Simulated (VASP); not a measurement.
**Si: vibrations by perturbation theory with PBE**

Crystal: Si.

```
CELL_PARAMETERS angstrom
0.00000 2.71500 2.71500
2.71500 0.00000 2.71500
2.71500 2.71500 0.00000
ATOMIC_POSITIONS crystal
Si 0.00000 0.00000 0.00000
Si 0.25000 0.25000 0.25000
```

```json
{
  "Program": "VASP 6.6.1",
  "Task": "vibrations by perturbation theory",
  "Functional": "PBE",
  "Potentials or basis": "VASP PAW PBE potentials, release 64 (Si)",
  "Cutoff": "500 eV",
  "k mesh": "12 × 12 × 12",
  "Occupations": "gaussian, width 0.01 eV",
  "Spin": "no spin polarisation",
  "Dipole correction": "no",
  "Further INCAR settings": "ALGO = Normal; EDIFF = 1e-08; NBANDS = 11; IBRION = 8; NSW = 1"
}
```

The highest phonon frequency at Γ is 513 cm⁻¹.

Phonon frequencies in cm⁻¹ (negative: imaginary):
```
              q point        frequencies
(0.000, 0.000, 0.000)  0 0 0 513 513 513
```

Run time: 3.9 min on 1 thread of Intel Xeon 8259CL, on a shared host, peak memory 0.33 GiB.

Caveat: the cell wasn't relaxed at this level first, which shifts response properties.
